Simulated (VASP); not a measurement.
# SnSe (C2/m) in VASP: single point with PBE+D3(BJ)

Aim: the single point of SnSe with PBE+D3(BJ).

All numbers are computed with VASP 6.6.1; they aren't measurements. Logs are shortened: lines on timing, memory, paths and dates and some standing lists are left out, and cuts for length are marked.

## 1. The cell of the first run

Symmetry: C2/m, No. 12, monoclinic system. Conventional cell: a = 22.967 Å, b = 4.167 Å, c = 4.388 Å, α = 90.00°, β = 90.00°, γ = 90.00°. Within 3.6 Å of Sn (site symmetry m) lie 6 Se at 2.77 to 3.43 Å and 2 Sn at 3.51 Å. Sn (site symmetry m) has 5 Se at 2.77 to 3.28 Å and 1 Sn at 2.83 Å within 3.6 Å. Se (site symmetry m) has 6 Sn at 2.77 to 3.43 Å within 3.6 Å. Se (site symmetry m) has 5 Sn at 2.77 to 3.28 Å and 1 Se at 3.29 Å within 3.6 Å.

## 2. Single point, PBE+D3(BJ)

File INCAR:

```
  PREC = Accurate
  ENCUT = 520
  EDIFF = 1E-6
  ISMEAR = 0
  SIGMA = 0.05
  LREAL = False
  LASPH = True
  NELM = 100
  ALGO = Normal
  ISIF = 2
  LWAVE = False
  LCHARG = False
  GGA = PE
  IVDW = 12
  NBANDS = 50
  ISYM = 0
```

File KPOINTS:

```
Automatic mesh
0
Gamma
  8 8 3
```

File POSCAR:

```
SnSe
1.0
    0.0000000000     -4.1672321195      0.0000000000
    0.0000000000      0.0000000000     -4.3883961024
   11.4836155581     -2.0836160598      0.0000000000
Sn Se
4 4
Direct
    0.4411720518      0.9039441748      0.6176558965
    0.0588279482      0.0960558252      0.3823441035
   -0.1911720517      0.4039441748      0.8823441035
    0.6911720518      0.5960558252      0.1176558965
    0.5715029240      0.5230073193      0.3569941520
   -0.0715029240      0.4769926807      0.6430058480
    0.1784970760      0.0230073193      0.1430058480
    0.3215029240      0.9769926807      0.8569941520
```

Potentials or basis: VASP PAW PBE potentials, release 64 (Sn_d, Se).

Launch:

```bash
cat potpaw_PBE.64/Sn_d/POTCAR potpaw_PBE.64/Se/POTCAR > POTCAR
mpirun -np 1 vasp_std > vasp.out
```

OUTCAR:

```text
PREC = Accurate
   ENCUT = 520
   EDIFF = 1E-6
   ISMEAR = 0
   LREAL = False
   LASPH = True
   NELM = 100
   ISIF = 2
   GGA = PE
   IVDW = 12
   ISYM = 0
 IVDW          = 12

 ion  position               nearest neighbor table
   1  0.441  0.904  0.618-   8 2.77   6 2.82   6 2.82   2 3.51   2 3.51
   2  0.059  0.096  0.382-   7 2.77   5 2.82   5 2.82   1 3.51   1 3.51
   3  0.809  0.404  0.882-   6 2.77   8 2.82   8 2.82   4 2.83
   4  0.691  0.596  0.118-   5 2.77   7 2.82   7 2.82   3 2.83
   5  0.572  0.523  0.357-   4 2.77   2 2.82   2 2.82
   6  0.928  0.477  0.643-   3 2.77   1 2.82   1 2.82
   7  0.178  0.023  0.143-   2 2.77   4 2.82   4 2.82
   8  0.322  0.977  0.857-   1 2.77   3 2.82   3 2.82

IMPORTANT INFORMATION: All symmetrisations will be switched off!
NOSYMM: (Re-)initialisation of all symmetry stuff for point group C_1.

----------------------------------------------------------------------------------------

                                     Primitive cell

  volume of cell :     210.0062

  direct lattice vectors                    reciprocal lattice vectors
     0.000000000 -4.167232120  0.000000000    -0.043540294 -0.239967434  0.000000000
     0.000000000  0.000000000 -4.388396102     0.000000000  0.000000000 -0.227873687
    11.483615558 -2.083616060  0.000000000     0.087080588  0.000000000  0.000000000

  length of vectors
     4.167232120  4.388396102 11.671113150     0.243885479  0.227873687  0.087080588

  position of ions in fractional coordinates (direct lattice)
     0.441172052  0.903944175  0.617655896
     0.058827948  0.096055825  0.382344104
     0.808827948  0.403944175  0.882344104
     0.691172052  0.596055825  0.117655896
     0.571502924  0.523007319  0.356994152
     0.928497076  0.476992681  0.643005848
     0.178497076  0.023007319  0.143005848
     0.321502924  0.976992681  0.856994152

  ion indices of the primitive-cell ions
   primitive index   ion index
                 1           1
                 2           2
                 3           3
                 4           4
                 5           5
                 6           6
                 7           7
                 8           8

----------------------------------------------------------------------------------------

 KPOINTS: Automatic mesh

Automatic generation of k-mesh.
 Grid dimensions read from file:
 generate k-points for:    8    8    3

 Generating k-lattice:

  Cartesian coordinates                     Fractional coordinates (reciprocal lattice)
    -0.005442537 -0.029995929  0.000000000     0.125000000  0.000000000  0.000000000
     0.000000000  0.000000000 -0.028484211     0.000000000  0.125000000  0.000000000
     0.029026863  0.000000000  0.000000000     0.000000000  0.000000000  0.333333333

  Length of vectors
     0.030485685  0.028484211  0.029026863

  Shift w.r.t. Gamma in fractional coordinates (k-lattice)
     0.000000000  0.000000000  0.000000000

 -----------------------------------------------------------------------------
|                                                                             |
|           W    W    AA    RRRRR   N    N  II  N    N   GGGG   !!!           |
|           W    W   A  A   R    R  NN   N  II  NN   N  G    G  !!!           |
|           W    W  A    A  R    R  N N  N  II  N N  N  G       !!!           |
|           W WW W  AAAAAA  RRRRR   N  N N  II  N  N N  G  GGG   !            |
|           WW  WW  A    A  R   R   N   NN  II  N   NN  G    G                |
|           W    W  A    A  R    R  N    N  II  N    N   GGGG   !!!           |
|                                                                             |
|     Your reciprocal lattice and k-lattice belong to different lattice       |
|     classes:                                                                |
|                                                                             |
|        The reciprocal lattice is base centered orthorhombic,                |
|        whereas your k-lattice is simple monoclinic.                         |
|                                                                             |
|     Results are often still useful ...                                      |
|                                                                             |
 -----------------------------------------------------------------------------

 WARNING: IBZKPT: internal override: KBLOWUP is changed to .FALSE.
      ... skipping the blow-up phase ...

 Subroutine IBZKPT returns following result:
 ===========================================

 Found     98 irreducible k-points:

 Following reciprocal coordinates:
            Coordinates               Weight
  0.000000  0.000000  0.000000      1.000000
  0.125000  0.000000  0.000000      2.000000
  0.250000  0.000000  0.000000      2.000000
  0.375000  0.000000  0.000000      2.000000
  0.500000  0.000000  0.000000      1.000000
  0.000000  0.125000  0.000000      2.000000
[... 16 lines left out ...]
  0.125000  0.375000  0.000000      2.000000
  0.250000  0.375000  0.000000      2.000000
 [... further k-points ...]
   k-points           NKPTS =     98   k-points in BZ     NKDIM =     98   number of bands    NBANDS=     50
   number of dos      NEDOS =    301   number of ions     NIONS =      8
   total plane-waves  NPLWV = 103680
   dimension x,y,z NGX =    32 NGY =   36 NGZ =   90
   dimension x,y,z NGXF=    64 NGYF=   72 NGZF=  180
   ions per type =               4   4
   NGX,Y,Z   is equivalent  to a cutoff of  12.77, 13.64, 12.82 a.u.
   NGXF,Y,Z  is equivalent  to a cutoff of  25.53, 27.28, 25.64 a.u.
 SYSTEM =  unknown system
   PREC   = accura    normal or accurate (medium, high low for compatibility)
   ISTART =      0    job   : 0-new  1-cont  2-samecut
   ICHARG =      2    charge: 1-file 2-atom 10-const
   ISPIN  =      1    spin polarized calculation?
   LNONCOLLINEAR =      F non collinear calculations
   LSORBIT =      F    spin-orbit coupling
   LASPH  =      T    aspherical Exc in radial PAW
   ENCUT  =  520.0 eV  38.22 Ry    6.18 a.u.   7.75  8.16 21.70*2*pi/ulx,y,z
   NELM   =    100;   NELMIN=  2; NELMDL= -5     # of ELM steps
   EDIFF  = 0.1E-05   stopping-criterion for ELM
   LREAL  =      F    real-space projection
   EDIFFG = 0.1E-04   stopping-criterion for IOM
   NSW    =      0    number of steps for IOM
   IBRION =     -1    ionic relax: 0-MD 1-quasi-New 2-CG
   NFREE  =      0    steps in history (QN), initial steepest desc. (CG)
   ISIF   =      2    stress and relaxation
   ISYM   =      0    0-nonsym 1-usesym 2-fastsym
   POTIM  = 0.5000    time-step for ionic-motion
   TEBEG  =    0.0;   TEEND  =   0.0 temperature during run
   PSTRESS=    0.0 pullay stress
   NELECT =      80.0000    total number of electrons
   NUPDOWN=      -1.0000    fix difference up-down
   EMIN   =  10.00;   EMAX   =-10.00  energy-range for DOS
   EFERMI =   0.00;   METHOD = LEGACY
   ISMEAR =     0;   SIGMA  =   0.05  broadening in eV -4-tet -1-fermi 0-gaus
   EFERMI_NEDOS =   21; number of points for ismear=-14 and -15
   IALGO  =     38    algorithm
   IMIX   =      4    mixing-type and parameters
     AMIX     =   0.40;   BMIX     =  1.00
     AMIX_MAG =   1.60;   BMIX_MAG =  1.00
  volume/ion in A,a.u.               =      26.25       177.15
  Fermi-wavevector in a.u.,A,eV,Ry     =   1.186754  2.242640 19.162248  1.408386
  Thomas-Fermi vector in A             =   2.322920
   LORBIT       =      0    0 simple, 1 ext, 2 COOP (PROOUT), +10 PAW based schemes
   GGA     = PE    functional components
   LHFCALC =     F    Hartree Fock is set to
   AEXX    =    0.0000 exact exchange contribution
   IVDW    =    12    specifies the selected vdW correction
   LEPSILON=     F    determine dielectric tensor
   LRPA    =     F    only Hartree local field effects (RPA)
 non-spin polarized calculation
 Gauss-broadening in eV      SIGMA  =   0.05
  energy-cutoff  :      520.00
  volume of cell :      210.01
 maximum number of plane-waves:      5672
   NGX = 15   NGY = 17   NGZ = 43

 number of electron      79.9999992 magnetization

 Free energy of the ion-electron system (eV)
  ---------------------------------------------------
  ext. energy  EPLUGINS =         0.00000000
  ---------------------------------------------------
  free energy    TOTEN  =       -32.05924039 eV

  energy without entropy =      -32.05843776  energy(sigma->0) =      -32.05883908

 E-fermi :   5.9541     XC(G=0):  -9.7703

 val. band max:        5.9288735819   @ k =  -0.3750   0.0000   0.3333
 cond. band min:       5.9629967442   @ k =  -0.3750   0.0000   0.3333
 fundamental gap:      0.0341231623
 Fermi energy:         5.9540741430

 k-point     1 :       0.0000    0.0000    0.0000
  band No.  band energies     occupation
      1     -16.0014      2.00000
      2     -15.8756      2.00000
      3     -15.8645      2.00000
      4     -15.8386      2.00000
      5     -15.8307      2.00000
      6     -15.8228      2.00000
[... 42 lines left out ...]
     49      10.4710      0.00000
     50      11.1383      0.00000

 k-point     2 :       0.1250    0.0000    0.0000
  band No.  band energies     occupation
      1     -16.0004      2.00000
      2     -15.8752      2.00000
      3     -15.8657      2.00000
      4     -15.8366      2.00000
      5     -15.8325      2.00000
      6     -15.8206      2.00000
[... 42 lines left out ...]
     49      10.3942      0.00000
     50      10.7894      0.00000

 k-point     3 :       0.2500    0.0000    0.0000
  band No.  band energies     occupation
      1     -15.9979      2.00000
      2     -15.8745      2.00000
      3     -15.8687      2.00000
      4     -15.8364      2.00000
      5     -15.8318      2.00000
      6     -15.8225      2.00000
[... 1102 lines left out ...]
     49       9.9598      0.00000
     50      10.0013      0.00000

 k-point    24 :       0.2500    0.3750    0.0000
  band No.  band energies     occupation
      1     -15.9965      2.00000
      2     -15.8739      2.00000
      3     -15.8700      2.00000
      4     -15.8448      2.00000
      5     -15.8280      2.00000
      6     -15.8238      2.00000
[... 42 lines left out ...]
     49      10.7746      0.00000
     50      10.9661      0.00000

 [... further k-points ...]

------------------------ aborting loop because EDIFF is reached ----------------------------------------

 Edisp (eV)   -2.95227

 E8    (eV) :    -1.3333

  FORCE on cell =-STRESS in cart. coord.  units (eV):
  Direction    XX          YY          ZZ          XY          YZ          ZX
  --------------------------------------------------------------------------------------
  -------------------------------------------------------------------------------------
  Total       6.72285    -0.14816    -0.32809     0.00802    -0.01457    -1.50512
  in kB      51.28987    -1.13032    -2.50307     0.06121    -0.11114   -11.48287
  external pressure =       15.89 kB  Pullay stress =        0.00 kB

 VOLUME and BASIS-vectors are now :
 -----------------------------------------------------------------------------
  energy-cutoff  :      520.00
  volume of cell :      210.01
      direct lattice vectors                 reciprocal lattice vectors
     0.000000000 -4.167232120  0.000000000    -0.043540294 -0.239967434  0.000000000
     0.000000000  0.000000000 -4.388396102     0.000000000  0.000000000 -0.227873687
    11.483615558 -2.083616060  0.000000000     0.087080588  0.000000000  0.000000000

 POSITION                                       TOTAL-FORCE (eV/Angst)
 -----------------------------------------------------------------------------------
      7.09292     -3.12542     -3.96687        -0.103822     -0.001134     -0.018478
      4.39069     -1.04181     -0.42153         0.103826      0.001134      0.018465
     10.13250     -5.20904     -1.77267        -1.736751     -0.005878      0.398785
      1.35112     -3.12542     -2.61573         1.736750      0.005875     -0.398801
      4.09958     -3.12542     -2.29516         0.144827     -0.002198     -0.016263
      7.38403     -5.20904     -2.09323        -0.144826      0.002200      0.016276
      1.64222     -1.04181     -0.10097         0.118842      0.000605     -0.184684
      9.84139     -3.12542     -4.28743        -0.118846     -0.000605      0.184700
 -----------------------------------------------------------------------------------
    total drift:                                0.000005     -0.000002     -0.000028

  FREE ENERGIE OF THE ION-ELECTRON SYSTEM (eV)
  ---------------------------------------------------
  free  energy   TOTEN  =       -35.0115150712 eV

  energy  without entropy=      -35.0107124428  energy(sigma->0) =      -35.01111376
```

It took 28 min on 1 thread of Oxide Virtual Turin-like, shared host; peak memory 0.82 GiB.

What came out:

- Free energy: -35.0115 eV
- Pressure: 1.6 GPa
- Largest force: 1.782 eV/Å
- Band gap on the k mesh: 0.03 eV
- Dispersion energy per atom: -0.369 eV

Forces in eV/Å, atoms in the order of the input:
```
Sn  -0.104 -0.001 -0.018
Sn   0.104  0.001  0.018
Sn  -1.737 -0.006  0.399
Sn   1.737  0.006 -0.399
Se   0.145 -0.002 -0.016
Se  -0.145  0.002  0.016
Se   0.119  0.001 -0.185
Se  -0.119 -0.001  0.185
```

Stress tensor (GPa, compression positive):
```
 5.13  0.01 -1.15
 0.01 -0.11 -0.01
-1.15 -0.01 -0.25
```

Caveat: spin-orbit coupling is left out, which moves the levels of the heavy elements; an odd mesh through Γ misses points on the zone boundary, where band edges can lie; forces of over 1 eV/Å act on the atoms, so gaps and moduli don't describe the material at rest.
